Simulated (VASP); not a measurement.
A run of VASP 6.6.1:

The input POSCAR:

```
W
1.0
    0.0000000000      2.0090645736      2.0090645736
    2.0090645736      0.0000000000      2.0090645736
    2.0090645736      2.0090645736      0.0000000000
W
1
Direct
    0.0000000000      0.0000000000      0.0000000000
```

The input INCAR.step1:

```
ALGO = Normal
EDIFF = 1E-5
ENCUT = 520
GGA = PE
ISIF = 2
ISMEAR = -1
LASPH = T
LREAL = F
LWAVE = T
NBANDS = 13
NELM = 60
PREC = Accurate
SIGMA = 0.1
```

File INCAR.step2:

```
AEXX = 0.25
ALGO = Normal
EDIFF = 1E-6
ENCUT = 520
ISIF = 2
ISMEAR = -1
ISTART = 1
LASPH = T
LCHARG = T
LELF = T
LHFCALC = T
LMIXTAU = T
LREAL = F
LVHAR = T
LWAVE = F
METAGGA = R2SCAN
NBANDS = 13
NELM = 60
PREC = Accurate
PRECFOCK = Normal
SIGMA = 0.1
```

KPOINTS

```
k-points
0
Gamma
  7 7 7
```

Potentials or basis: VASP PAW PBE potentials, release 64 (W_sv).

Command:

```console
$ cat potpaw_PBE.64/W_sv/POTCAR > POTCAR
$ cp INCAR.step1 INCAR
$ mpirun -np 1 vasp_std > vasp.out
$ cp INCAR.step2 INCAR
$ mpirun -np 1 vasp_std > vasp.out
```

Hardware: 1 thread of AMD EPYC 7R43 64-Core Processor (Zen 3) (shared host).

Problem. Estimate the wall time of this run.

Solution. Wall time 31 min on 1 thread of AMD EPYC 7R43 64-Core Processor (Zen 3), with other jobs on the host, peak memory 0.12 GiB. Counts: k points 20.
